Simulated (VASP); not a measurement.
Set up this calculation in VASP 6.6.1, as the native input.

```
Task                   : single point
Functional             : r2SCAN
Potentials or basis    : VASP PAW PBE potentials, release 64 (Hf_pv, N)
Cutoff                 : 520 eV
k mesh                 : 16 × 16 × 16
Occupations            : gaussian, width 0.1 eV
Spin                   : no spin polarisation
Dipole correction      : no
Further INCAR settings : ALGO = Normal; EDIFF = 1e-06; NBANDS = 14
```

HfN:

```
CELL_PARAMETERS angstrom
0.00000 2.26274 2.26274
2.26274 0.00000 2.26274
2.26274 2.26274 0.00000
ATOMIC_POSITIONS crystal
Hf 0.00000 0.00000 0.00000
N 0.50000 0.50000 0.50000
```

The input as run:

POSCAR

```
HfN
1.0
    0.0000000000      2.2627375552      2.2627375552
    2.2627375552      0.0000000000      2.2627375552
    2.2627375552      2.2627375552      0.0000000000
Hf N
1 1
Direct
    0.0000000000      0.0000000000      0.0000000000
    0.5000000000      0.5000000000      0.5000000000
```

INCAR.step1

```
SYSTEM = HfN
  PREC = Accurate
  ENCUT = 520
  ISMEAR = 0
  SIGMA = 0.1
  LREAL = .False.
  LASPH = .True.
  NELM = 80
  NBANDS = 14
  GGA = PE
  ALGO = Normal
  EDIFF = 1E-4
  LWAVE = .True.
  LCHARG = .False.
```

INCAR.step2

```
SYSTEM = HfN
  PREC = Accurate
  ENCUT = 520
  EDIFF = 1E-6
  ISMEAR = 0
  SIGMA = 0.1
  LREAL = .False.
  LASPH = .True.
  NELM = 80
  ALGO = Normal
  ISIF = 2
  LWAVE = .False.
  LCHARG = .False.
  METAGGA = R2SCAN
  LMIXTAU = .True.
  NBANDS = 14
  ISTART = 1
```

KPOINTS

```
regular mesh
0
Gamma
  16 16 16
  0 0 0
```

Potentials or basis: VASP PAW PBE potentials, release 64 (Hf_pv, N).

Launch:

```console
$ cat potpaw_PBE.64/Hf_pv/POTCAR potpaw_PBE.64/N/POTCAR > POTCAR
$ cp INCAR.step1 INCAR
$ mpirun -np 1 vasp_std > vasp.out
$ cp INCAR.step2 INCAR
$ mpirun -np 1 vasp_std > vasp.out
```

It gave:

* Pressure: -2.7 GPa
* Band gap on the k mesh: zero (an odd number of electrons rules out a gap without spin polarisation)

Caveat: the PAW data sets were made with another functional, which shifts forces and pressure a little; spin-orbit coupling is left out, which moves the levels of the heavy elements.

Wall time 3.1 min on 1 thread of Intel Xeon 8259CL, on a shared host, peak memory 0.18 GiB.
